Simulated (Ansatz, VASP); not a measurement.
# PbS: VASP beside Ansatz

INCAR

```
SYSTEM = PbS
  PREC = Accurate
  ENCUT = 520
  EDIFF = 1E-8
  ISMEAR = -1
  SIGMA = 0.01
  LREAL = .False.
  LASPH = .True.
  NELM = 80
  ALGO = Normal
  ISIF = 2
  LWAVE = .False.
  LCHARG = .False.
  LEFG = .True.
  NBANDS = 17
```

KPOINTS

```
regular mesh
0
Gamma
  8 8 8
  0 0 0
```

File POSCAR:

```
PbS
1.0
    0.0000000000      2.9650000000      2.9650000000
    2.9650000000      0.0000000000      2.9650000000
    2.9650000000      2.9650000000      0.0000000000
Pb S
1 1
Direct
    0.0000000000      0.0000000000      0.0000000000
    0.5000000000      0.5000000000      0.5000000000
```

Input for Ansatz:

```yaml
crystal:
  lattice:
    - [0.0, 2.965, 2.965]
    - [2.965, 0.0, 2.965]
    - [2.965, 2.965, 0.0]
  atoms:
    - { symbol: Pb, position: [0.0, 0.0, 0.0] }
    - { symbol: S, position: [0.5, 0.5, 0.5] }
kpoints:
  mp_grid: { grid: [8, 8, 8] }
  band_path:
    path:
      - [0.0, 0.0, 0.0]
      - [0.5, 0.0, 0.5]
      - [0.625, 0.25, 0.625]
      - [0.375, 0.375, 0.75]
      - [0.0, 0.0, 0.0]
      - [0.5, 0.5, 0.5]
      - [0.5, 0.25, 0.75]
      - [0.5, 0.0, 0.5]
    npoints: 14
scf:
  occupations: { method: fermi_dirac, width: 0.01 }
hamiltonian:
  xc: lda
  pseudopotentials: { kind: paw }
output:
  forces: true
  stress: true
  eigenvalues: true
  efg: { contact_densities: true }
  populations: true
  bader: true
  dos: { projected: true, de: 0.2, e_range: [-14, 8] }
  write_density: true
  write_potential: true
  elf: true
  volumetric_format: npy
```

Alike in both runs: task electric field gradients; functional LDA; k mesh 8 × 8 × 8; occupations fermi-dirac, width 0.01 eV; no spin polarisation.

```csv
,VASP,Ansatz
version,VASP 6.6.1,Ansatz 0.2.0
potentials or method,"VASP PAW LDA potentials, release 64 (Pb_d, S)","PAW with Ansatz's default frozen-core files, scalar-relativistic"
plane-wave cutoff (eV),520,420
valence electrons in the cell,20,20
```

|  | VASP | Ansatz | Ansatz less VASP |
| --- | --- | --- | --- |
| pressure (GPa) | -2.5 | -2.5 | -0.05 |

LDA's correlation is that of Perdew and Zunger in VASP and of Perdew and Wang (1992) in Ansatz.

Neither program's run includes spin-orbit coupling.
